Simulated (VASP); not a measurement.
Input of a VASP 6.6.1 run:

INCAR

```
PREC = Accurate
ENCUT = 520
EDIFF = 1E-6
ISMEAR = -1
SIGMA = 0.05
LREAL = F
LASPH = T
NELM = 150
ALGO = Normal
ISIF = 2
LWAVE = F
LCHARG = T
ISPIN = 2
MAGMOM = 3 0
LORBIT = 11
LMAXMIX = 4
GGA = PE
LELF = T
LVHAR = T
NBANDS = 18
```

The input KPOINTS:

```
Automatic mesh
0
Gamma
  12 12 12
```

File POSCAR:

```
FeO
1.0
   -1.6335251827      1.6335251827      2.1242534522
    1.6335251827     -1.6335251827      2.1242534522
    1.6335251827      1.6335251827     -2.1242534522
Fe O
1 1
Direct
    0.0000000000      0.0000000000      0.0000000000
    0.5000000000      0.5000000000      0.0000000000
```

Potentials or basis: VASP PAW PBE potentials, release 64 (Fe, O).

The run is started by

```bash
$ cat potpaw_PBE.64/Fe/POTCAR potpaw_PBE.64/O/POTCAR > POTCAR
$ mpirun -np 1 vasp_std > vasp.out
```

Question: Predict the net moment.

Answer: 4.00 μB per cell.

Question: Predict the pressure.

Answer: -15.9 GPa.

Question: What does it give for the band gap on the k mesh?

Answer: Zero (filled and empty bands overlap).

Question: Predict the site moments.

Answer: Fe +3.62; O +0.28 μB.

Stress tensor (GPa, compression positive):
```
-16.24   0.00   0.00
  0.00 -16.24   0.00
  0.00   0.00 -15.25
```

Caveat: a cell with one magnetic atom can't hold antiferromagnetic order, which such compounds often take; semilocal functionals often make such compounds metallic where correlation or magnetic order opens a gap, which also shifts bond lengths.
